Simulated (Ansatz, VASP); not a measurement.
## Ni: VASP beside Ansatz

```
Ni
1.0
     2.48939    0.00000    0.00000
     0.00000    2.48939    0.00000
     0.00000    0.00000   16.00000
Ni
1
Direct
  0.00000 0.00000 0.50000
```

Alike in both runs: task single point; functional PBE; k mesh 16 × 16 × 1; occupations fermi-dirac, width 0.1 eV; collinear spin.

|  | VASP | Ansatz |
| --- | --- | --- |
| version | VASP 6.6.1 | Ansatz 0.2.0 |
| potentials or method | VASP PAW PBE potentials, release 64 (Ni) | PAW with Ansatz's default frozen-core files, scalar-relativistic |
| plane-wave cutoff (eV) | 520 | 420 |
| valence electrons in the cell | 10 | 18 |

Ansatz gave:

- net moment per atom (μB): 0.98
- size of the moment on the site where the two differ most (μB): 1.01

What did VASP give for the same quantities?

net moment per atom (μB): 0.96; size of the moment on the site where the two differ most (μB): 0.99.

Site moments also hang on the region over which each program counts them. VASP's potentials hold 10 valence electrons a cell and Ansatz's 18, so a difference there can come from the potentials and not from the codes.
